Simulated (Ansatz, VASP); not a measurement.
La: VASP beside Ansatz

```
La
1.0
     3.29861    0.00000    0.00000
     0.00000    3.29861    0.00000
     0.00000    0.00000    3.29861
La
1
Direct
  0.00000 0.00000 0.00000
```

Alike in both runs: functional r2SCAN; k mesh 9 × 9 × 9; occupations fermi-dirac, width 0.1 eV; no spin polarisation.

Ansatz relaxed the structure, and its values are those at the end. VASP's run is a single point on that final structure, the one shown.

|  | VASP | Ansatz |
| --- | --- | --- |
| version | VASP 6.6.1 | Ansatz 0.2.0 |
| potentials or method | VASP PAW PBE potentials, release 64 (La), cutoff 520 eV | plane waves (500 eV) with PAW, scalar-relativistic |
| valence electrons in the cell | 11 | 11 |

|  | VASP | Ansatz | Ansatz less VASP |
| --- | --- | --- | --- |
| pressure (GPa) | 0.0 | 0.0 | -0.01 |

VASP's potentials were made for PBE, not for r2SCAN.

Spin-orbit coupling is off throughout.
